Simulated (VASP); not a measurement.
# Ti (I4/mmm) in VASP: notebook, part 2 of 2

VASP 6.6.1.

## 4. Single point, PBEsol (strain +0.030 along x and y, +0.000 along z)

INCAR

```
SYSTEM = Ti
ALGO = Normal
EDIFF = 1E-7
ENCUT = 520
GGA = PS
ISIF = 2
ISMEAR = 0
LASPH = .True.
LCHARG = .True.
LELF = .True.
LREAL = .False.
LVHAR = .True.
LWAVE = .False.
NBANDS = 12
NELM = 100
PREC = Accurate
SIGMA = 0.15
```

KPOINTS

```
k-points
0
Gamma
  10 10 10
  0 0 0
```

POSCAR

```
Ti
1.0
    0.0000000000      2.0909000000      2.0300000000
    2.0909000000      0.0000000000      2.0300000000
    2.0909000000      2.0909000000      0.0000000000
Ti
1
Direct
    0.0000000000      0.0000000000      0.0000000000
```

Potentials or basis: VASP PAW PBE potentials, release 64 (Ti_sv).

On the command line:

```sh
cat potpaw_PBE.64/Ti_sv/POTCAR > POTCAR
mpirun -np 1 vasp_std > vasp.out
```

OUTCAR:

```text
SYSTEM = Ti
   EDIFF = 1E-7
   ENCUT = 520
   GGA = PS
   ISIF = 2
   ISMEAR = 0
   LASPH = .True.
   LREAL = .False.
   NELM = 100
   PREC = Accurate

 ion  position               nearest neighbor table
   1  0.000  0.000  0.000-

  LATTYP: Found a body centered tetragonal cell.
 ALAT       =     2.9569791376
 C/A-ratio  =     1.3730228761

  Lattice vectors:

 A1 = (   0.0000000000,  -2.0909000000,  -2.0300000000)
 A2 = (   0.0000000000,   2.0909000000,  -2.0300000000)
 A3 = (   2.0909000000,   0.0000000000,   2.0300000000)

Analysis of symmetry for initial positions (statically):
=====================================================================
 Subroutine PRICEL returns:
 Original cell was already a primitive cell.

 Routine SETGRP: Setting up the symmetry group for a
 body centered tetragonal supercell.

 Subroutine GETGRP returns: Found 16 space group operations
 (whereof 16 operations were pure point group operations)
 out of a pool of 16 trial point group operations.

The static configuration has the point symmetry D_4h.

Analysis of symmetry for dynamics (positions and initial velocities):
=====================================================================
 Subroutine PRICEL returns:
 Original cell was already a primitive cell.

 Routine SETGRP: Setting up the symmetry group for a
 body centered tetragonal supercell.

 Subroutine GETGRP returns: Found 16 space group operations
 (whereof 16 operations were pure point group operations)
 out of a pool of 16 trial point group operations.

The dynamic configuration has the point symmetry D_4h.

 Subroutine INISYM returns: Found 16 space group operations
 (whereof 16 operations are pure point group operations),
 and found     1 'primitive' translations

----------------------------------------------------------------------------------------

                                     Primitive cell

  volume of cell :      17.7498

  direct lattice vectors                    reciprocal lattice vectors
     0.000000000  2.090900000  2.030000000    -0.239131474  0.239131474  0.246305419
     2.090900000  0.000000000  2.030000000     0.239131474 -0.239131474  0.246305419
     2.090900000  2.090900000  0.000000000     0.239131474  0.239131474 -0.246305419

  length of vectors
     2.914234515  2.914234515  2.956979138     0.418370749  0.418370749  0.418370749

  position of ions in fractional coordinates (direct lattice)
     0.000000000  0.000000000  0.000000000

  ion indices of the primitive-cell ions
   primitive index   ion index
                 1           1

----------------------------------------------------------------------------------------

 KPOINTS: k-points

Automatic generation of k-mesh.
 Grid dimensions read from file:
 generate k-points for:   10   10   10

 Generating k-lattice:

  Cartesian coordinates                     Fractional coordinates (reciprocal lattice)
    -0.023913147  0.023913147  0.024630542     0.100000000 -0.000000000  0.000000000
     0.023913147 -0.023913147  0.024630542    -0.000000000  0.100000000  0.000000000
     0.023913147  0.023913147 -0.024630542     0.000000000  0.000000000  0.100000000

  Length of vectors
     0.041837075  0.041837075  0.041837075

  Shift w.r.t. Gamma in fractional coordinates (k-lattice)
     0.000000000  0.000000000  0.000000000

 Subroutine IBZKPT returns following result:
 ===========================================

 Found    102 irreducible k-points:

 Following reciprocal coordinates:
            Coordinates               Weight
  0.000000  0.000000  0.000000      1.000000
  0.100000  0.000000  0.000000      8.000000
  0.200000  0.000000  0.000000      8.000000
  0.300000 -0.000000  0.000000      8.000000
  0.400000 -0.000000  0.000000      8.000000
  0.500000 -0.000000  0.000000      4.000000
[... 16 lines left out ...]
  0.300000  0.300000  0.000000      2.000000
  0.400000  0.300000  0.000000      8.000000
 [... further k-points ...]
   k-points           NKPTS =    102   k-points in BZ     NKDIM =    102   number of bands    NBANDS=     12
   number of dos      NEDOS =    301   number of ions     NIONS =      1
   total plane-waves  NPLWV =  13824
   dimension x,y,z NGX =    24 NGY =   24 NGZ =   24
   dimension x,y,z NGXF=    48 NGYF=   48 NGZF=   48
   ions per type =               1
   NGX,Y,Z   is equivalent  to a cutoff of  13.69, 13.69, 13.49 a.u.
   NGXF,Y,Z  is equivalent  to a cutoff of  27.38, 27.38, 26.99 a.u.
 SYSTEM =  Ti
   PREC   = accura    normal or accurate (medium, high low for compatibility)
   ISTART =      0    job   : 0-new  1-cont  2-samecut
   ICHARG =      2    charge: 1-file 2-atom 10-const
   ISPIN  =      1    spin polarized calculation?
   LNONCOLLINEAR =      F non collinear calculations
   LSORBIT =      F    spin-orbit coupling
   LASPH  =      T    aspherical Exc in radial PAW
   ENCUT  =  520.0 eV  38.22 Ry    6.18 a.u.   5.42  5.42  5.50*2*pi/ulx,y,z
   NELM   =    100;   NELMIN=  2; NELMDL= -5     # of ELM steps
   EDIFF  = 0.1E-06   stopping-criterion for ELM
   LREAL  =      F    real-space projection
   EDIFFG = 0.1E-05   stopping-criterion for IOM
   NSW    =      0    number of steps for IOM
   IBRION =     -1    ionic relax: 0-MD 1-quasi-New 2-CG
   NFREE  =      0    steps in history (QN), initial steepest desc. (CG)
   ISIF   =      2    stress and relaxation
   ISYM   =      2    0-nonsym 1-usesym 2-fastsym
   POTIM  = 0.5000    time-step for ionic-motion
   TEBEG  =    0.0;   TEEND  =   0.0 temperature during run
   PSTRESS=    0.0 pullay stress
   NELECT =      12.0000    total number of electrons
   NUPDOWN=      -1.0000    fix difference up-down
   EMIN   =  10.00;   EMAX   =-10.00  energy-range for DOS
   EFERMI =   0.00;   METHOD = LEGACY
   ISMEAR =     0;   SIGMA  =   0.15  broadening in eV -4-tet -1-fermi 0-gaus
   EFERMI_NEDOS =   21; number of points for ismear=-14 and -15
   IALGO  =     38    algorithm
   IMIX   =      4    mixing-type and parameters
     AMIX     =   0.40;   BMIX     =  1.00
     AMIX_MAG =   1.60;   BMIX_MAG =  1.00
  volume/ion in A,a.u.               =      17.75       119.78
  Fermi-wavevector in a.u.,A,eV,Ry     =   1.436827  2.715209 28.088833  2.064471
  Thomas-Fermi vector in A             =   2.555972
   LORBIT       =      0    0 simple, 1 ext, 2 COOP (PROOUT), +10 PAW based schemes
   GGA     = PS    functional components
   LHFCALC =     F    Hartree Fock is set to
   AEXX    =    0.0000 exact exchange contribution
   IVDW    =     0    specifies the selected vdW correction
   LEPSILON=     F    determine dielectric tensor
   LRPA    =     F    only Hartree local field effects (RPA)
 non-spin polarized calculation
 Gauss-broadening in eV      SIGMA  =   0.15
  energy-cutoff  :      520.00
  volume of cell :       17.75
 maximum number of plane-waves:       499
 NGX is ok and might be reduce to    24
   NGX = 11   NGY = 11   NGZ = 11

 number of electron      11.9999997 magnetization

 Free energy of the ion-electron system (eV)
  ---------------------------------------------------
  ext. energy  EPLUGINS =         0.00000000
  ---------------------------------------------------
  free energy    TOTEN  =        -8.26742368 eV

  energy without entropy =       -8.24599843  energy(sigma->0) =       -8.25671105

 E-fermi :   7.8676     XC(G=0): -11.5320

 val. band max:        7.8598135173   @ k =  -0.3000   0.3000   0.1000
 cond. band min:       7.8741593534   @ k =  -0.3000   0.3000   0.0000
 fundamental gap:      0.0143458360
 Fermi energy:         7.8675880507

 k-point     1 :       0.0000    0.0000    0.0000
  band No.  band energies     occupation
      1     -48.6449      2.00000
      2     -24.6242      2.00000
      3     -24.6242      2.00000
      4     -24.6199      2.00000
      5       1.8217      2.00000
      6       8.6623      0.00000
      7       8.6623      0.00000
      8       8.8848      0.00000
      9      10.1750      0.00000
     10      10.4294      0.00000
     11      23.0305      0.00000
     12      27.1180      0.00000
[... 331 lines left out ...]
 k-point    24 :       0.4000    0.3000    0.0000
  band No.  band energies     occupation
      1     -48.5174      2.00000
      2     -25.1045      2.00000
      3     -24.8259      2.00000
      4     -24.8110      2.00000
      5       5.3884      2.00000
      6       6.7057      2.00000
      7       8.9668      0.00000
      8      10.3542      0.00000
      9      11.1913      0.00000
     10      11.2919      0.00000
     11      19.7013      0.00000
     12      21.2218      0.00000

 [... further k-points ...]
[... 5 lines left out ...]
  --------------------------------------------------------------------------------------
  -------------------------------------------------------------------------------------
  Total       -0.7676019     -0.7676019     -0.6453258      0.0000000     -0.0000000      0.0000000
  in kB      -69.2873650    -69.2873650    -58.2501504      0.0000000     -0.0000000      0.0000000
  external PRESSURE =     -65.6082934 kB  Pullay stress =       0.0000000 kB

 VOLUME and BASIS-vectors are now :
 -----------------------------------------------------------------------------
  energy-cutoff  :      520.00
  volume of cell :       17.75
      direct lattice vectors                 reciprocal lattice vectors
     0.000000000  2.090900000  2.030000000    -0.239131474  0.239131474  0.246305419
     2.090900000  0.000000000  2.030000000     0.239131474 -0.239131474  0.246305419
     2.090900000  2.090900000  0.000000000     0.239131474  0.239131474 -0.246305419

 POSITION                                       TOTAL-FORCE (eV/Angst)
 -----------------------------------------------------------------------------------
      0.00000      0.00000      0.00000         0.000000      0.000000      0.000000
 -----------------------------------------------------------------------------------
    total drift:                                0.000000      0.000000      0.000000

  FREE ENERGIE OF THE ION-ELECTRON SYSTEM (eV)
  ---------------------------------------------------
  free  energy   TOTEN  =        -8.2674236790 eV

  energy  without entropy=       -8.2459984268  energy(sigma->0) =       -8.25671105
```

OSZICAR:

```text
N       E                     dE             d eps       ncg     rms          rms(c)
DAV:   1     0.851726344498E+02    0.85173E+02   -0.64974E+03  2464   0.119E+03
DAV:   2    -0.513805164335E+01   -0.90311E+02   -0.87801E+02  2476   0.292E+02
DAV:   3    -0.936797054763E+01   -0.42299E+01   -0.41857E+01  3428   0.647E+01
DAV:   4    -0.946151746369E+01   -0.93547E-01   -0.93460E-01  2772   0.853E+00
DAV:   5    -0.946416280977E+01   -0.26453E-02   -0.26453E-02  2920   0.120E+00    0.854E+00
DAV:   6    -0.828297199624E+01    0.11812E+01   -0.23975E+00  2676   0.229E+01    0.211E+00
DAV:   7    -0.826047893400E+01    0.22493E-01   -0.11158E-01  3000   0.378E+00    0.127E+00
DAV:   8    -0.826748272696E+01   -0.70038E-02   -0.40514E-02  2584   0.283E+00    0.252E-01
DAV:   9    -0.826743159404E+01    0.51133E-04   -0.61540E-03  3192   0.971E-01    0.881E-02
DAV:  10    -0.826743693720E+01   -0.53432E-05   -0.35614E-04  2720   0.236E-01    0.200E-02
DAV:  11    -0.826742609853E+01    0.10839E-04   -0.24154E-05  2936   0.654E-02    0.143E-02
DAV:  12    -0.826742362613E+01    0.24724E-05   -0.80151E-06  2736   0.380E-02    0.165E-03
DAV:  13    -0.826742367904E+01   -0.52913E-07   -0.26961E-07  3036   0.629E-03
   1 F= -.82674237E+01 E0= -.82567111E+01  d E =-.214253E-01
```

It used 28 s of CPU time on 1 thread of Intel Xeon 6975P-C, on a shared host.

What came out:

- Free energy: -8.2674 eV
- Pressure: -6.6 GPa
- Band gap on the k mesh: zero (band 6 reaches 8.66 eV, above the bottom of band 7 at 7.57 eV)

Caveat: the cell differs from its parent crystal (strain +0.030 along x and y, +0.000 along z); the PAW data sets were made with another functional, which shifts forces and pressure a little.

## 5. The runs side by side

```csv
cell,gap on the mesh (eV),pressure (GPa)
"a = 2.871, b = 2.871, c = 2.914 Å, angles 59.5, 59.5, 61.0°, 1 atom",none,-2.2
"a = 2.914, b = 2.914, c = 2.871 Å, angles 60.5, 60.5, 59.0°, 1 atom",none,-3.8
"a = 2.914, b = 2.914, c = 2.957 Å, angles 59.5, 59.5, 61.0°, 1 atom",none,-6.6
```

Alike in all rows: task single point; level PBEsol; potentials or basis VASP PAW PBE potentials, release 64 (Ti_sv); no spin polarisation; k mesh 10 × 10 × 10; cutoff (eV) 520; smearing gaussian 0.15 eV.

Caveats: the PAW data sets were made with another functional, which shifts forces and pressure a little.

Absolute energies hang on the potentials; compare differences alone.
